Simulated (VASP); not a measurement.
CsPbBr3, 5 atoms in the cell. Symmetry: Pm-3m, No. 221, cubic system. Conventional cell: a = 5.870 Å, b = 5.870 Å, c = 5.870 Å, α = 90.00°, β = 90.00°, γ = 90.00°. Within 3.9 Å of Pb (site symmetry m-3m) lie 6 Br at 2.94 Å. Cs (site symmetry m-3m) has 12 Br at 4.15 Å and 8 Pb at 5.08 Å within 5.4 Å. Br (site symmetry 4/mmm) has 2 Pb at 2.94 Å within 3.9 Å. 

| Property | Result |
| --- | --- |
| Program | VASP 6.6.1 |
| Task | relaxation of the atoms |
| Functional | PBEsol |
| Potentials or basis | VASP PAW PBE potentials, release 64 (Pb_d, Cs_sv, Br) |
| Cutoff | 450 eV |
| k mesh | 4 × 4 × 4 |
| Occupations | fermi-dirac, width 0.05 eV |
| Spin | no spin polarisation |
| Dipole correction | no |
| Further INCAR settings | ALGO = Normal; EDIFF = 1e-07; IBRION = 2; EDIFFG = -0.01; NSW = 60 |

Potentials or basis: VASP PAW PBE potentials, release 64 (Pb_d, Cs_sv, Br).

The run is started by

```sh
$ cat potpaw_PBE.64/Pb_d/POTCAR potpaw_PBE.64/Cs_sv/POTCAR potpaw_PBE.64/Br/POTCAR > POTCAR
$ mpirun -np 1 vasp_std > vasp.out
```

Hardware: 1 thread of Intel(R) Xeon(R) Platinum 8375C CPU @ 2.90GHz (Ice Lake), with other jobs on the host.

Task: How long does it take, and how much memory?

Result: Run time: 36 s on 1 thread of Intel(R) Xeon(R) Platinum 8375C CPU @ 2.90GHz (Ice Lake), with other jobs on the host, peak memory 0.28 GiB. Counts: scf iterations 15, k points 10, ion steps 1.
